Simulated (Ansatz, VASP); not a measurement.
**GaP: VASP and Ansatz over several settings**

```
Ga P
1.0
     0.00000    2.77870    2.77870
     2.77870    0.00000    2.77870
     2.77870    2.77870    0.00000
Ga P
1 1
Direct
  0.00000 0.00000 0.00000
  0.75000 0.75000 0.75000
```

Single points on this cell with VASP 6.6.1 and Ansatz 0.2.0. Each row is one pair of runs. Alike in all rows: spin: off; k mesh: 8 × 8 × 8; smearing: fermi-dirac, width 0.05 eV; Ansatz's potentials, cutoff: Ansatz PAW, 420 eV.

| level | VASP's potentials, cutoff | gap on the k mesh at the Fermi level (eV), VASP | gap on the k mesh at the Fermi level (eV), Ansatz | least direct gap on the mesh (eV), VASP | least direct gap on the mesh (eV), Ansatz | pressure (GPa), VASP | pressure (GPa), Ansatz |
| --- | --- | --- | --- | --- | --- | --- | --- |
| b88 exchange, pbe correlation | VASP PAW PBE potentials, release 64 (Ga_d, P), 500 eV | 1.34 | 1.33 | 1.34 | 1.33 | -2.2 | -2.1 |
| PBE+D4 | VASP PAW PBE potentials, release 64 (Ga_d, P), 520 eV | 1.35 | 1.35 | 1.35 | 1.35 | -5.0 | -5.0 |
| revPBE | VASP PAW PBE potentials, release 64 (Ga_d, P), 520 eV | 1.45 | 1.45 | 1.45 | 1.45 | -0.7 | -0.6 |
| BLYP+D3(BJ) | VASP PAW PBE potentials, release 64 (Ga_d, P), 520 eV | 1.24 | 1.22 | 1.24 | 1.22 | -4.0 | -4.2 |

Gap on the k mesh at the fermi level (eV): the two programs differ by at most 0.019; least direct gap on the mesh (eV): the two programs differ by at most 0.019; pressure (GPa): the two programs differ by at most 0.15.
